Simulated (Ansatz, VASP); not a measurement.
# GaS5: VASP beside Ansatz

```
Ga S
1.0
    -3.42577    3.42577    2.54893
     3.42577   -3.42577    2.54893
     3.42577    3.42577   -2.54893
Ga S
1 5
Cartesian
  0.0000 3.4258 1.2745
  5.0027 1.4967 -0.2209
  1.4967 1.8488 0.2209
  -1.5770 1.9290 2.3280
  1.9290 1.5770 2.7699
  0.0000 0.0000 0.0000
```

Alike in both runs: functional PBE; k mesh 8 × 8 × 8; occupations gaussian, width 0.1 eV; no spin polarisation.

Ansatz relaxed the structure, and its values are those at the end. VASP's run is a single point on that final structure, the one shown.

|  | VASP | Ansatz |
| --- | --- | --- |
| version | VASP 6.6.1 | Ansatz 0.2.0 |
| potentials or method | VASP PAW PBE potentials, release 64 (Ga_d, S), cutoff 520 eV | scalar-relativistic, plane waves, PAW |
| valence electrons in the cell | 43 | 43 |

VASP gave:

```
gap on the k mesh at the Fermi level (eV) : none
pressure (GPa)                            : -0.1
rms of the force components (eV/Å)        : 0.003
```

**Question.** Which values does Ansatz return?

**Answer.** gap on the k mesh at the Fermi level (eV): none; pressure (GPa): 0.0; rms of the force components (eV/Å): 0.003.

A gap of «none» marks a metal or a gap that the smearing closes. With one functional, cell and mesh, what is left measures potentials, basis and numerics.
